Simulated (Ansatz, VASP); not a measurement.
**TiAl: VASP beside Ansatz**

File POSCAR:

```
TiAl
1.0
    2.8099169880      0.0000000000      0.0000000000
   -1.4049584940      2.4831219328      0.0000000000
    0.0000000000      0.0000000000      4.6780830000
Ti Al
1 1
Direct
    0.0000000000      0.0000000000      0.0000000000
    0.3333333333      0.6666666667      0.5000000000
```

INCAR.step1

```
SYSTEM = TiAl
  PREC = Accurate
  ENCUT = 520
  ISMEAR = 0
  SIGMA = 0.15
  LREAL = .False.
  LASPH = .True.
  NELM = 80
  NBANDS = 14
  GGA = PE
  ALGO = Normal
  EDIFF = 1E-4
  LWAVE = .True.
  LCHARG = .False.
```

File INCAR.step2:

```
SYSTEM = TiAl
  PREC = Accurate
  ENCUT = 520
  EDIFF = 1E-6
  ISMEAR = 0
  SIGMA = 0.15
  LREAL = .False.
  LASPH = .True.
  NELM = 80
  ALGO = Normal
  ISIF = 2
  LWAVE = .False.
  LCHARG = .False.
  METAGGA = R2SCAN
  LMIXTAU = .True.
  NBANDS = 14
  ISTART = 1
```

Contents of KPOINTS:

```
Automatic mesh
0
Gamma
  18 18 10
  0 0 0
```

Input for Ansatz:

```yaml
crystal:
  lattice:
    - [2.809916988, 0.0, 0.0]
    - [-1.404958494, 2.4831219328, 0.0]
    - [0.0, 0.0, 4.678083]
  atoms:
    - { symbol: Ti, position: [0.0, 0.0, 0.0] }
    - { symbol: Al, position: [0.3333333333, 0.6666666667, 0.5] }
basis:
  ecutwfc: 500
kpoints:
  mp_grid: { grid: [18, 18, 10] }
hamiltonian:
  xc: r2scan
scf:
  occupations: { method: gaussian, width: 0.15 }
output:
  forces: true
  stress: true
  eigenvalues: true
```

Change from the starting cell: strain -0.0200 x Voigt [1, 0, 0, 0, 0, 0], atoms carried along.

Alike in both runs: task single point; functional r2SCAN; k mesh 18 × 18 × 10; occupations gaussian, width 0.15 eV; no spin polarisation.

|  | VASP | Ansatz |
| --- | --- | --- |
| version | VASP 6.6.1 | Ansatz 0.2.0 |
| potentials or method | VASP PAW PBE potentials, release 64 (Ti_sv, Al), cutoff 520 eV | scalar-relativistic, plane waves, PAW |
| valence electrons in the cell | 15 | 15 |

```tsv
	VASP	Ansatz	Ansatz less VASP
gap on the k mesh at the Fermi level (eV)	none	none	-
pressure (GPa)	1.2	1.1	-0.10
traceless stress, the component that is largest in VASP (GPa)	2.09	2.09	-0.002
rms of the force components (eV/Å)	0.041	0.041	0.0000
```

VASP's potentials were made for PBE, not for r2SCAN. Atom by atom the forces differ by 0.000 eV/Å (rms over components). A gap of «none» marks a metal or a gap that the smearing closes.
